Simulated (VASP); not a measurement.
## Be: single point with PBE

Be:

```
Be
1.0
    -1.25074    1.25074    1.25074
     1.25074   -1.25074    1.25074
     1.25074    1.25074   -1.25074
Be
1
Cartesian
  0.0000 0.0000 0.0000
```

```
Program                : VASP 6.6.1
Task                   : single point
Functional             : PBE
Potentials or basis    : VASP PAW PBE potentials, release 64 (Be)
Cutoff                 : 520 eV
k mesh                 : 20 × 20 × 20
Occupations            : fermi-dirac, width 0.1 eV
Spin                   : no spin polarisation
Dipole correction      : no
Further INCAR settings : ALGO = Normal; EDIFF = 1e-06; NBANDS = 7
```

The pressure is 0.0 GPa and the band gap on the k mesh is zero (band 1 reaches 11.95 eV, above the bottom of band 2 at 6.67 eV).

Levels at points of the mesh, in eV from the Fermi level:
| k point | band 1 | band 2 | band 3 | band 4 | band 5 | band 6 |
| --- | --- | --- | --- | --- | --- | --- |
| (0.00, 0.00, 0.00) | -12.26 | 19.45 | 19.45 | 19.45 | 30.83 | 30.83 |
| (0.50, 0.00, 0.00) | -5.22 | 0.41 | 12.31 | 15.52 | 20.46 | 26.34 |
| (0.50, 0.50, 0.50) | 4.00 | 4.00 | 4.00 | 9.85 | 9.85 | 18.46 |

Run time: 3.9 s on 1 thread of Intel(R) Xeon(R) Platinum 8488C (Sapphire Rapids) (shared host), peak memory 0.11 GiB.
